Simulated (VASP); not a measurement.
Input of a VASP 6.6.1 run:

The input INCAR:

```
SYSTEM = TaC2
ALGO = Normal ; EDIFF = 1E-6
EDIFFG = -0.01 ; ENCUT = 600
GGA = PE ; IBRION = 2
ISIF = 3 ; ISMEAR = 0
LASPH = .TRUE. ; LCHARG = .FALSE.
LREAL = .FALSE. ; LWAVE = .FALSE.
NELM = 100 ; NSW = 100
PREC = Accurate ; SIGMA = 0.1
```

KPOINTS

```
k-points
0
G
  10 10 10
  0 0 0
```

Contents of POSCAR:

```
TaC2
1.0
    0.0000000000      3.0976448359      3.0976448359
    3.0976448359      0.0000000000      3.0976448359
    3.0976448359      3.0976448359      0.0000000000
Ta C
2 4
Direct
    0.5000000000      0.5000000000      0.5000000000
    0.7500000000      0.7500000000      0.7500000000
    0.1250000000      0.1250000000      0.1250000000
    0.6250000000      0.1250000000      0.1250000000
    0.1250000000      0.1250000000      0.6250000000
    0.1250000000      0.6250000000      0.1250000000
```

Potentials or basis: VASP PAW PBE potentials, release 64 (Ta_pv, C).

The run is started by

```sh
$ cat potpaw_PBE.64/Ta_pv/POTCAR potpaw_PBE.64/C/POTCAR > POTCAR
$ mpirun -np 1 vasp_std > vasp.out
```

Question: Estimate the relaxed volume.

Answer: 9.97 Å³/atom.

Question: Predict the band gap on the k mesh.

Answer: Zero (band 19 reaches 8.30 eV, above the bottom of band 20 at 6.50 eV).

Final structure:
```
Ta C
1.0
     0.00000    3.10447    3.10447
     3.10447    0.00000    3.10447
     3.10447    3.10447    0.00000
Ta C
2 4
Direct
  0.50000 0.50000 0.50000
  0.75000 0.75000 0.75000
  0.12500 0.12500 0.12500
  0.62500 0.12500 0.12500
  0.12500 0.12500 0.62500
  0.12500 0.62500 0.12500
```

Caveat: spin-orbit coupling is left out, which moves the levels of the heavy elements.
